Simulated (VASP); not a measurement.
Wanted: the native input for a VASP 6.6.1 run.

| Quantity | Value |
| --- | --- |
| Task | single point |
| Functional | PBE |
| Potentials or basis | VASP PAW PBE potentials, release 64 (Hg, Te) |
| Cutoff | 520 eV |
| k mesh | 6 × 6 × 6 |
| Occupations | fermi-dirac, width 0.02 eV |
| Spin | no spin polarisation |
| Dipole correction | no |
| Further INCAR settings | ALGO = Normal; EDIFF = 1e-06; NBANDS = 16 |

The structure of HgTe lies in POSCAR:

```
HgTe
1.0
    0.0000000000      3.1904831497      3.4196598652
    3.1904831497      0.0000000000      3.4196598652
    3.1904831497      3.1904831497      0.0000000000
Hg Te
1 1
Direct
    0.0000000000      0.0000000000      0.0000000000
    0.2500000000      0.2500000000      0.2500000000
```

This cell differs from its parent crystal: epitaxial xy strain -3.0%.

One way to write it, as run:

INCAR

```
  PREC = Accurate
  ENCUT = 520
  EDIFF = 1E-6
  ISMEAR = -1
  SIGMA = 0.02
  LREAL = F
  LASPH = T
  NELM = 60
  ALGO = Normal
  ISIF = 2
  LWAVE = F
  LCHARG = F
  GGA = PE
  NBANDS = 16
```

KPOINTS

```
Automatic mesh
0
Gamma
  6 6 6
```

Potentials or basis: VASP PAW PBE potentials, release 64 (Hg, Te).

Launch:

```sh
$ cat potpaw_PBE.64/Hg/POTCAR potpaw_PBE.64/Te/POTCAR > POTCAR
$ mpirun -np 1 vasp_std > vasp.out
```

It gave:

```json
{
  "Pressure": "2.2 GPa",
  "Band gap on the k mesh": "zero (filled and empty bands touch)"
}
```

Caveat: the cell differs from its parent crystal (epitaxial xy strain -3.0%); semilocal functionals underestimate gaps, so a narrow gap can read as zero; spin-orbit coupling is left out, which moves the levels of the heavy elements.

Wall time 20 s on 1 thread of Intel(R) Xeon(R) Platinum 8559C (Emerald Rapids), with other jobs on the host, peak memory 0.21 GiB.
